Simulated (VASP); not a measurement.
The system is LiLaO3.

```
La Li O
1.0
     3.82000    0.00000    0.00000
     0.00000    3.82000    0.00000
     0.00000    0.00000    3.82000
La Li O
1 1 3
Direct
  0.00000 0.00000 0.00000
  0.50000 0.50000 0.50000
  0.50000 0.50000 0.00000
  0.00000 0.50000 0.50000
  0.50000 0.00000 0.50000
```

* Program: VASP 6.6.1
* Task: relaxation of cell and atoms
* Functional: LDA
* Potentials or basis: VASP PAW LDA potentials, release 64 (La, Li_sv, O)
* Cutoff: 600 eV
* k mesh: 11 × 11 × 11
* Occupations: methfessel-paxton, width 0.02 eV
* Spin: no spin polarisation

At the start: pressure -12.9 GPa; volume 11.15 Å³/atom.

Task: How do energy, volume and symmetry change on relaxing?

Result: Over 3 steps the energy falls by 47.8 meV/atom and the volume is 10.06 Å³/atom (-9.8 %); space group Pm-3m (No. 221, to 0.05 Å).

Step by step:
```tsv
step	energy change (eV)	largest force (eV/Å)	pressure (GPa)	volume (Å³)
1	0.0000	0.0000	-12.88	55.74
2	-0.2165	0.0000	4.99	48.82
3	-0.2390	0.0000	0.03	50.30
```

Final structure:
```
CELL_PARAMETERS angstrom
3.69132 0.00000 0.00000
0.00000 3.69132 0.00000
0.00000 0.00000 3.69132
ATOMIC_POSITIONS crystal
La 0.00000 0.00000 0.00000
Li 0.50000 0.50000 0.50000
O 0.50000 0.50000 0.00000
O 0.00000 0.50000 0.50000
O 0.50000 0.00000 0.50000
```

Caveat: the cutoff is under 1.25 times the usual one of these potentials, so pressure, stress and relaxed cells hold a basis-set (Pulay) error.
